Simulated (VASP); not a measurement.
Input of a VASP 6.6.1 run:

The input INCAR:

```
SYSTEM = B8As7
  ALGO = Normal
  EDIFF = 1E-7
  EDIFFG = -0.03
  ENCUT = 450
  GGA = PS
  GGA_COMPAT = .False.
  IBRION = 2
  ISIF = 2
  ISMEAR = -1
  LASPH = .True.
  LCHARG = .False.
  LREAL = .False.
  LWAVE = .False.
  NELM = 120
  NELMIN = 4
  NSW = 45
  PREC = Accurate
  SIGMA = 0.05
```

File KPOINTS:

```
k-points
0
Gamma
  2 2 2
  0 0 0
```

Contents of POSCAR:

```
B8As7
1.0
    0.0000000000      4.7770000000      4.7770000000
    4.7770000000      0.0000000000      4.7770000000
    4.7770000000      4.7770000000      0.0000000000
B As
8 7
Direct
    0.0000000000      0.0000000000      0.0000000000
    0.0000000000      0.0000000000      0.5000000000
    0.0000000000      0.5000000000      0.0000000000
    0.0000000000      0.5000000000      0.5000000000
    0.5000000000      0.0000000000      0.0000000000
    0.5000000000      0.0000000000      0.5000000000
    0.5000000000      0.5000000000      0.0000000000
    0.5000000000      0.5000000000      0.5000000000
    0.1250000000      0.1250000000      0.6250000000
    0.1250000000      0.6250000000      0.1250000000
    0.1250000000      0.6250000000      0.6250000000
    0.6250000000      0.1250000000      0.1250000000
    0.6250000000      0.1250000000      0.6250000000
    0.6250000000      0.6250000000      0.1250000000
    0.6250000000      0.6250000000      0.6250000000
```

Potentials or basis: VASP PAW PBE potentials, release 64 (B, As).

Launch:

```bash
$ cat potpaw_PBE.64/B/POTCAR potpaw_PBE.64/As/POTCAR > POTCAR
$ mpirun -np 1 vasp_std > vasp.out
```

Estimate the band gap on the k mesh.

zero (an odd number of electrons rules out a gap without spin polarisation).

What does it give for the energy gained by relaxing?

23.3 meV/atom.

Forces in eV/Å, atoms in the order of the input:
```
B    0.002  0.002  0.002
B   -0.002 -0.002  0.002
B   -0.002  0.002 -0.002
B   -0.007  0.007  0.007
B    0.002 -0.002 -0.002
B    0.007 -0.007  0.007
B    0.007  0.007 -0.007
B   -0.007 -0.007 -0.007
As   0.000  0.000  0.015
As   0.000  0.015  0.000
As  -0.015  0.000  0.000
As   0.015  0.000  0.000
As   0.000 -0.015  0.000
As   0.000  0.000 -0.015
As   0.000  0.000  0.000
```

Caveat: the k points lie up to 0.57 Å⁻¹ apart, too coarse for converged energies and pressures of a metal; the PAW data sets were made with another functional, which shifts forces and pressure a little.
